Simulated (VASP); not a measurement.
# Na2WF6 (Fm-3m) in VASP: a series of runs

Runs on Na2WF6. Level: PBE. Tasks: single point, relaxation of cell and atoms.

Program: VASP 6.6.1. These are calculated values, not measurements. Logs are shortened: lines on timing, memory, paths and dates and some standing lists are left out, and cuts for length are marked.

## (1) The cell of the first run

It takes space group Fm-3m (No. 225, cubic). The conventional cell has a = 7.642 Å, b = 7.642 Å, c = 7.642 Å, α = 90.00°, β = 90.00°, γ = 90.00°. Within 3.6 Å of Na (site symmetry -43m) lie 12 F at 2.70 Å and 4 W at 3.31 Å. W (site symmetry m-3m) has 6 F at 1.91 Å within 2.5 Å. F (site symmetry 4mm) has 1 W at 1.91 Å within 2.5 Å.

## (2) Single point, PBE, collinear spin (atoms taken out)

Contents of INCAR:

```
PREC = Accurate ; ENCUT = 520
EDIFF = 1E-6 ; ISMEAR = 0
SIGMA = 0.1 ; LREAL = F
LASPH = T ; NELM = 150
ALGO = Normal ; ISIF = 2
LWAVE = F ; LCHARG = F
ISPIN = 2 ; MAGMOM = 0 0 0.91 0.05 0.05 0.05 0.05 0.05 0.05
LORBIT = 11 ; LMAXMIX = 4
GGA = PE ; NBANDS = 49
```

Contents of KPOINTS:

```
Automatic mesh
0
Gamma
  4 4 4
```

Contents of POSCAR:

```
Na2WF6
1.0
    0.0000000000      3.8211098500      3.8211098500
    3.8211098500      0.0000000000      3.8211098500
    3.8211098500      3.8211098500      0.0000000000
Na W F
2 1 6
Direct
    0.2500000000      0.2500000000      0.2500000000
    0.7500000000      0.7500000000      0.7500000000
    0.0000000000      0.0000000000      0.0000000000
    0.7500000000      0.2500000000      0.2500000000
    0.2500000000      0.7500000000      0.7500000000
    0.2500000000      0.7500000000      0.2500000000
    0.7500000000      0.2500000000      0.7500000000
    0.2500000000      0.2500000000      0.7500000000
    0.7500000000      0.7500000000      0.2500000000
```

Potentials or basis: VASP PAW PBE potentials, release 64 (Na_pv, W_sv, F).

Run with:

```bash
$ cat potpaw_PBE.64/Na_pv/POTCAR potpaw_PBE.64/W_sv/POTCAR potpaw_PBE.64/F/POTCAR > POTCAR
$ mpirun -np 1 vasp_std > vasp.out
```

OUTCAR:

```text
PREC = Accurate
   ENCUT = 520
   EDIFF = 1E-6
   ISMEAR = 0
   LREAL = F
   LASPH = T
   NELM = 150
   ISIF = 2
   ISPIN = 2
   LORBIT = 11
   GGA = PE

 ion  position               nearest neighbor table
   1  0.250  0.250  0.250-
   2  0.750  0.750  0.750-
   3  0.000  0.000  0.000-   4 1.91   5 1.91   6 1.91   7 1.91   8 1.91   9 1.91
   4  0.750  0.250  0.250-   3 1.91
   5  0.250  0.750  0.750-   3 1.91
   6  0.250  0.750  0.250-   3 1.91
   7  0.750  0.250  0.750-   3 1.91
   8  0.250  0.250  0.750-   3 1.91
   9  0.750  0.750  0.250-   3 1.91

  LATTYP: Found a face centered cubic cell.
 ALAT       =     7.6422197000

  Lattice vectors:

 A1 = (   0.0000000000,   3.8211098500,   3.8211098500)
 A2 = (   3.8211098500,   0.0000000000,   3.8211098500)
 A3 = (   3.8211098500,   3.8211098500,   0.0000000000)

Analysis of symmetry for initial positions (statically):
=====================================================================
 Subroutine PRICEL returns:
 Original cell was already a primitive cell.

 Routine SETGRP: Setting up the symmetry group for a
 face centered cubic supercell.

 Subroutine GETGRP returns: Found 48 space group operations
 (whereof 48 operations were pure point group operations)
 out of a pool of 48 trial point group operations.

The static configuration has the point symmetry O_h .

Analysis of symmetry for dynamics (positions and initial velocities):
=====================================================================
 Subroutine PRICEL returns:
 Original cell was already a primitive cell.

 Routine SETGRP: Setting up the symmetry group for a
 face centered cubic supercell.

 Subroutine GETGRP returns: Found 48 space group operations
 (whereof 48 operations were pure point group operations)
 out of a pool of 48 trial point group operations.

The dynamic configuration has the point symmetry O_h .

Analysis of structural, dynamic, and magnetic symmetry:
=====================================================================
 Subroutine PRICEL returns:
 Original cell was already a primitive cell.

 Routine SETGRP: Setting up the symmetry group for a
 face centered cubic supercell.

 Subroutine GETGRP returns: Found 48 space group operations
 (whereof 48 operations were pure point group operations)
 out of a pool of 48 trial point group operations.

The overall configuration has the point symmetry O_h .

 Subroutine INISYM returns: Found 48 space group operations
 (whereof 48 operations are pure point group operations),
 and found     1 'primitive' translations

----------------------------------------------------------------------------------------

                                     Primitive cell

  volume of cell :     111.5831

  direct lattice vectors                    reciprocal lattice vectors
     0.000000000  3.821109850  3.821109850    -0.130852035  0.130852035  0.130852035
     3.821109850  0.000000000  3.821109850     0.130852035 -0.130852035  0.130852035
     3.821109850  3.821109850  0.000000000     0.130852035  0.130852035 -0.130852035

  length of vectors
     5.403865373  5.403865373  5.403865373     0.226642373  0.226642373  0.226642373

  position of ions in fractional coordinates (direct lattice)
     0.250000000  0.250000000  0.250000000
     0.750000000  0.750000000  0.750000000
     0.000000000  0.000000000  0.000000000
     0.750000000  0.250000000  0.250000000
     0.250000000  0.750000000  0.750000000
     0.250000000  0.750000000  0.250000000
     0.750000000  0.250000000  0.750000000
     0.250000000  0.250000000  0.750000000
     0.750000000  0.750000000  0.250000000

  ion indices of the primitive-cell ions
   primitive index   ion index
                 1           1
                 2           2
                 3           3
                 4           4
                 5           5
                 6           6
[... 41 lines left out ...]
   number of dos      NEDOS =    301   number of ions     NIONS =      9
   total plane-waves  NPLWV =  64000
   dimension x,y,z NGX =    40 NGY =   40 NGZ =   40
   dimension x,y,z NGXF=    80 NGYF=   80 NGZF=   80
   ions per type =               2   1   6
   NGX,Y,Z   is equivalent  to a cutoff of  12.31, 12.31, 12.31 a.u.
   NGXF,Y,Z  is equivalent  to a cutoff of  24.61, 24.61, 24.61 a.u.
 SYSTEM =  unknown system
   PREC   = accura    normal or accurate (medium, high low for compatibility)
   ISTART =      0    job   : 0-new  1-cont  2-samecut
   ICHARG =      2    charge: 1-file 2-atom 10-const
   ISPIN  =      2    spin polarized calculation?
   LNONCOLLINEAR =      F non collinear calculations
   LSORBIT =      F    spin-orbit coupling
   LASPH  =      T    aspherical Exc in radial PAW
   ENCUT  =  520.0 eV  38.22 Ry    6.18 a.u.  10.05 10.05 10.05*2*pi/ulx,y,z
   NELM   =    150;   NELMIN=  2; NELMDL= -5     # of ELM steps
   EDIFF  = 0.1E-05   stopping-criterion for ELM
   LREAL  =      F    real-space projection
   EDIFFG = 0.1E-04   stopping-criterion for IOM
   NSW    =      0    number of steps for IOM
   IBRION =     -1    ionic relax: 0-MD 1-quasi-New 2-CG
   NFREE  =      0    steps in history (QN), initial steepest desc. (CG)
   ISIF   =      2    stress and relaxation
   ISYM   =      2    0-nonsym 1-usesym 2-fastsym
   POTIM  = 0.5000    time-step for ionic-motion
   TEBEG  =    0.0;   TEEND  =   0.0 temperature during run
   PSTRESS=    0.0 pullay stress
   NELECT =      70.0000    total number of electrons
   NUPDOWN=      -1.0000    fix difference up-down
   EMIN   =  10.00;   EMAX   =-10.00  energy-range for DOS
   EFERMI =   0.00;   METHOD = LEGACY
   ISMEAR =     0;   SIGMA  =   0.10  broadening in eV -4-tet -1-fermi 0-gaus
   EFERMI_NEDOS =   21; number of points for ismear=-14 and -15
   IALGO  =     38    algorithm
   IMIX   =      4    mixing-type and parameters
     AMIX     =   0.40;   BMIX     =  1.00
     AMIX_MAG =   1.60;   BMIX_MAG =  1.00
  volume/ion in A,a.u.               =      12.40        83.67
  Fermi-wavevector in a.u.,A,eV,Ry     =   1.401440  2.648338 26.722324  1.964035
  Thomas-Fermi vector in A             =   2.524301
   LORBIT       =     11    0 simple, 1 ext, 2 COOP (PROOUT), +10 PAW based schemes
   GGA     = PE    functional components
   LHFCALC =     F    Hartree Fock is set to
   AEXX    =    0.0000 exact exchange contribution
   IVDW    =     0    specifies the selected vdW correction
   LEPSILON=     F    determine dielectric tensor
   LRPA    =     F    only Hartree local field effects (RPA)
 spin polarized calculation
 Gauss-broadening in eV      SIGMA  =   0.10
  energy-cutoff  :      520.00
  volume of cell :      111.58
 maximum number of plane-waves:      3028
   NGX = 21   NGY = 21   NGZ = 21

 number of electron      69.9999990 magnetization       1.9999870

 Free energy of the ion-electron system (eV)
  ---------------------------------------------------
  ext. energy  EPLUGINS =         0.00000000
  ---------------------------------------------------
  free energy    TOTEN  =       -47.47160135 eV

  energy without entropy =      -47.42565264  energy(sigma->0) =      -47.44862700

 E-fermi :   4.3837     XC(G=0):  -9.6844

 val. band max:        4.3673862632   @ k =  -0.2500   0.2500   0.0000
 cond. band min:       4.4059243095   @ k =   0.5000   0.2500   0.0000
 fundamental gap:      0.0385380464
 Fermi energy:         4.3837253863

 spin component 1

 k-point     1 :       0.0000    0.0000    0.0000
  band No.  band energies     occupation
      1     -71.9203      1.00000
      2     -36.5728      1.00000
      3     -36.5728      1.00000
      4     -36.5728      1.00000
      5     -21.9549      1.00000
      6     -21.3835      1.00000
[... 389 lines left out ...]
     46      14.4447      0.00000
     47      14.6322      0.00000
 Fermi energy:         4.3837253863

 spin component 2

 k-point     1 :       0.0000    0.0000    0.0000
  band No.  band energies     occupation
      1     -71.1192      1.00000
      2     -35.5283      1.00000
      3     -35.5283      1.00000
      4     -35.5283      1.00000
      5     -21.8623      1.00000
      6     -21.2972      1.00000
[... 389 lines left out ...]
     46      14.6485      0.00000
     47      15.0646      0.00000
 [bands above 47 left out]

------------------------ aborting loop because EDIFF is reached ----------------------------------------

  FORCE on cell =-STRESS in cart. coord.  units (eV):
  Direction    XX          YY          ZZ          XY          YZ          ZX
  --------------------------------------------------------------------------------------
  -------------------------------------------------------------------------------------
  Total       10.7761919     10.7761919     10.7761919      0.0000000     -0.0000000      0.0000000
  in kB      154.7310006    154.7310006    154.7310006      0.0000000     -0.0000000      0.0000000
  external PRESSURE =     154.7310006 kB  Pullay stress =       0.0000000 kB

 VOLUME and BASIS-vectors are now :
 -----------------------------------------------------------------------------
  energy-cutoff  :      520.00
  volume of cell :      111.58
      direct lattice vectors                 reciprocal lattice vectors
     0.000000000  3.821109850  3.821109850    -0.130852035  0.130852035  0.130852035
     3.821109850  0.000000000  3.821109850     0.130852035 -0.130852035  0.130852035
     3.821109850  3.821109850  0.000000000     0.130852035  0.130852035 -0.130852035

 POSITION                                       TOTAL-FORCE (eV/Angst)
 -----------------------------------------------------------------------------------
      1.91055      1.91055      1.91055        -0.000000      0.000000      0.000000
      5.73166      5.73166      5.73166        -0.000000      0.000000      0.000000
      0.00000      0.00000      0.00000        -0.000000     -0.000000     -0.000000
      1.91055      3.82111      3.82111         1.741374      0.000000      0.000000
      5.73166      3.82111      3.82111        -1.741374      0.000000      0.000000
      3.82111      1.91055      3.82111         0.000000      1.741374      0.000000
      3.82111      5.73166      3.82111         0.000000     -1.741374      0.000000
      3.82111      3.82111      1.91055         0.000000      0.000000      1.741374
      3.82111      3.82111      5.73166         0.000000      0.000000     -1.741374
 -----------------------------------------------------------------------------------
    total drift:                               -0.000000      0.000000      0.000000

  FREE ENERGIE OF THE ION-ELECTRON SYSTEM (eV)
  ---------------------------------------------------
  free  energy   TOTEN  =       -47.4716013498 eV

  energy  without entropy=      -47.4256526432  energy(sigma->0) =      -47.44862700

 total charge

# of ion       s       p       d       tot
------------------------------------------
    1        0.022   5.965   0.000   5.988
    2        0.022   5.965   0.000   5.988
    3        2.322   6.436   3.374  12.132
    4        1.743   4.372   0.000   6.115
    5        1.743   4.372   0.000   6.115
    6        1.743   4.372   0.000   6.115
    7        1.743   4.372   0.000   6.115
    8        1.743   4.372   0.000   6.115
    9        1.743   4.372   0.000   6.115
--------------------------------------------------
tot         12.824  44.598   3.374  60.795

 magnetization (x)

# of ion       s       p       d       tot
------------------------------------------
    1       -0.000   0.000   0.000  -0.000
    2       -0.000   0.000   0.000  -0.000
    3        0.016   0.013   1.526   1.556
    4        0.000   0.038   0.000   0.038
    5        0.000   0.038   0.000   0.038
    6        0.000   0.038   0.000   0.038
    7        0.000   0.038   0.000   0.038
    8        0.000   0.038   0.000   0.038
    9        0.000   0.038   0.000   0.038
--------------------------------------------------
tot          0.018   0.241   1.526   1.785
```

It took 48 s on 1 thread of Intel Xeon 6975P-C (Granite Rapids), shared host; peak memory 0.31 GiB.

Results:

| Quantity | Value |
| --- | --- |
| Free energy | -47.4716 eV |
| Pressure | 15.5 GPa |
| Band gap on the k mesh | zero (filled and empty bands overlap) |
| Net moment | 2.00 μB per cell |
| Site moments | Na -0.00; W +1.56; F +0.04 μB |
| Valence electrons inside the program's atomic spheres | Na 5.99; W 12.13; F 6.12 |

Levels at points of the mesh, in eV from the Fermi level:
Spin up:
| k point | band 33 | band 34 | band 35 | band 36 | band 37 | band 38 | band 39 | band 40 | band 41 | band 42 |
| --- | --- | --- | --- | --- | --- | --- | --- | --- | --- | --- |
| (0.00, 0.00, 0.00) | -5.77 | -5.77 | -0.24 | -0.24 | -0.24 | 0.92 | 5.20 | 5.26 | 5.26 | 8.70 |
| (0.50, 0.00, 0.00) | -6.03 | -6.03 | -0.15 | -0.03 | -0.03 | 3.25 | 3.72 | 5.06 | 5.06 | 7.51 |
| (0.50, 0.50, 0.00) | -6.13 | -5.78 | -0.20 | 0.13 | 0.13 | 3.77 | 3.98 | 5.17 | 5.37 | 5.89 |
Spin down:
```csv
k point,band 32,band 33,band 34,band 35,band 36,band 37
"(0.00, 0.00, 0.00)",-5.66,-5.66,-5.66,1.04,1.16,1.16
"(0.50, 0.00, 0.00)",-5.98,-5.98,-5.96,1.22,1.34,1.34
"(0.50, 0.50, 0.00)",-6.06,-6.06,-5.67,1.21,1.47,1.47
```

Caveat: the cell differs from its parent crystal (atoms taken out); the cell stands under pressure; spin-orbit coupling is left out, which moves the levels of the heavy elements.

(Continued in part 2 of 2.)

The gap in the log of VASP goes by the Fermi energy; the results here count the filled bands.